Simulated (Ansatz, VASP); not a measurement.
# ZnRuC4N4: VASP beside Ansatz

INCAR

```
SYSTEM = ZnRuC4N4
PREC     = Accurate       ! precision mode
ENCUT    = 700            ! plane-wave cutoff, eV
EDIFF    = 1E-6           ! SCF threshold, eV
ISMEAR   = 0              ! smearing method
SIGMA    = 0.1            ! smearing width, eV
LREAL    = .False.        ! projectors in reciprocal space
LASPH    = .True.         ! aspherical terms in the spheres
NELM     = 200            ! most SCF steps
ALGO     = Normal         ! electronic algorithm
ISIF     = 2              ! what is computed and relaxed
LWAVE    = .False.        ! write WAVECAR
LCHARG   = .False.        ! write CHGCAR
ISPIN    = 2              ! spin polarisation
MAGMOM   = 0 1 0 0 0 0 0 0 0 0 ! initial moments
LORBIT   = 11             ! projections on sites
LMAXMIX  = 4              ! l up to which the mixer works
GGA      = PE             ! functional
NBANDS   = 47             ! bands
GGA_COMPAT= .False.
```

Contents of KPOINTS:

```
Automatic mesh
0
Gamma
  4 4 4
  0 0 0
```

The input POSCAR:

```
ZnRuC4N4
1.0
    5.8583731800      0.0000000000      0.0000000000
    0.0000000000      5.8583731800      0.0000000000
    0.0000000000      0.0000000000      5.8583731800
Zn Ru C N
1 1 4 4
Direct
    0.5000000000      0.5000000000      0.5000000000
    0.0000000000      0.0000000000      0.0000000000
    0.1868532600      0.1868532600      0.1868532600
    0.1868532600      0.8131467400      0.8131467400
    0.8131467400      0.1868532600      0.8131467400
    0.8131467400      0.8131467400      0.1868532600
    0.3021582700      0.3021582700      0.3021582700
    0.3021582700      0.6978417300      0.6978417300
    0.6978417300      0.3021582700      0.6978417300
    0.6978417300      0.6978417300      0.3021582700
```

Input for Ansatz:

```yaml
crystal:
  lattice:
    - [5.85837318, 0.0, 0.0]
    - [0.0, 5.85837318, 0.0]
    - [0.0, 0.0, 5.85837318]
  atoms:
    - { symbol: Zn, position: [0.5, 0.5, 0.5] }
    - { symbol: Ru, position: [0.0, 0.0, 0.0], spin: 1.0 }
    - { symbol: C, position: [0.18685326, 0.18685326, 0.18685326] }
    - { symbol: C, position: [0.18685326, 0.81314674, 0.81314674] }
    - { symbol: C, position: [0.81314674, 0.18685326, 0.81314674] }
    - { symbol: C, position: [0.81314674, 0.81314674, 0.18685326] }
    - { symbol: "N", position: [0.30215827, 0.30215827, 0.30215827] }
    - { symbol: "N", position: [0.30215827, 0.69784173, 0.69784173] }
    - { symbol: "N", position: [0.69784173, 0.30215827, 0.69784173] }
    - { symbol: "N", position: [0.69784173, 0.69784173, 0.30215827] }
basis:
  ecutwfc: 420
kpoints:
  mp_grid: { grid: [4, 4, 4] }
hamiltonian:
  xc: pbe
scf:
  occupations: { method: gaussian, width: 0.1 }
  lower_state_search: "off"
output:
  forces: true
  stress: true
  eigenvalues: true
  populations: true
magnetization:
  spin_polarized: true
```

Alike in both runs: task single point; functional PBE; k mesh 4 × 4 × 4; occupations gaussian, width 0.1 eV; collinear spin.

|  | VASP | Ansatz |
| --- | --- | --- |
| version | VASP 6.6.1 | Ansatz 0.2.0 |
| potentials or method | VASP PAW PBE potentials, release 64 (Zn, Ru_sv, C, N), cutoff 700 eV | scalar-relativistic, plane waves, PAW |
| valence electrons in the cell | 64 | 64 |

|  | VASP | Ansatz | Ansatz less VASP |
| --- | --- | --- | --- |
| gap on the k mesh at the Fermi level (eV) | none | none | - |
| pressure (GPa) | 2.9 | 2.7 | -0.23 |
| rms of the force components (eV/Å) | 0.583 | 0.508 | -0.0754 |
| net moment per atom (μB) | 0.20 | 0.20 | 0.000 |
| size of the moment on the site where the two differ most (μB) | 0.74 | 0.53 | -0.218 |

Site moments also hang on the region over which each program counts them. Atom by atom the forces differ by 0.179 eV/Å (rms over components). A gap of «none» marks a metal or a gap that the smearing closes.

Noted on VASP's run: the standard files for N, O and F lose accuracy on very short bonds.
